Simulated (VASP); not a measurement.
A run of VASP 6.6.1 is set up as follows.

Contents of INCAR:

```
PREC     = Accurate       # precision mode
ENCUT    = 520            # plane-wave cutoff, eV
EDIFF    = 1E-6           # SCF threshold, eV
ISMEAR   = 0              # smearing method
SIGMA    = 0.1            # smearing width, eV
LREAL    = F              # projectors in reciprocal space
LASPH    = T              # aspherical terms in the spheres
NELM     = 80             # most SCF steps
ALGO     = Normal         # electronic algorithm
ISIF     = 2              # what is computed and relaxed
LWAVE    = F              # write WAVECAR
LCHARG   = F              # write CHGCAR
GGA      = PS             # functional
NBANDS   = 39             # bands
```

KPOINTS

```
regular mesh
0
Gamma
  12 12 12
```

File POSCAR:

```
Ti3O4
1.0
   -2.1132881827      2.1132881827      4.1911428898
    2.1132881827     -2.1132881827      4.1911428898
    2.1132881827      2.1132881827     -4.1911428898
Ti O
3 4
Direct
    0.2500000000      0.7500000000      0.5000000000
    0.5000000000      0.5000000000      0.0000000000
    0.7500000000      0.2500000000      0.5000000000
    0.0000000000      0.5000000000      0.5000000000
    0.2493630735      0.2493630735      0.0000000000
    0.5000000000      0.0000000000      0.5000000000
    0.7506369265      0.7506369265      0.0000000000
```

Potentials or basis: VASP PAW PBE potentials, release 64 (Ti_sv, O).

Launch:

```bash
$ cat potpaw_PBE.64/Ti_sv/POTCAR potpaw_PBE.64/O/POTCAR > POTCAR
$ mpirun -np 1 vasp_std > vasp.out
```

(1) Predict the band gap on the k mesh.

(2) Estimate the largest force.

(3) What does it give for the pressure?

Answers

(1) zero (band 30 reaches 9.61 eV, above the bottom of band 31 at 6.53 eV).

(2) 0.023 eV/Å.

(3) -17.6 GPa.

Caveat: the PAW data sets were made with another functional, which shifts forces and pressure a little; semilocal functionals often make such compounds metallic where correlation or magnetic order opens a gap, which also shifts bond lengths.
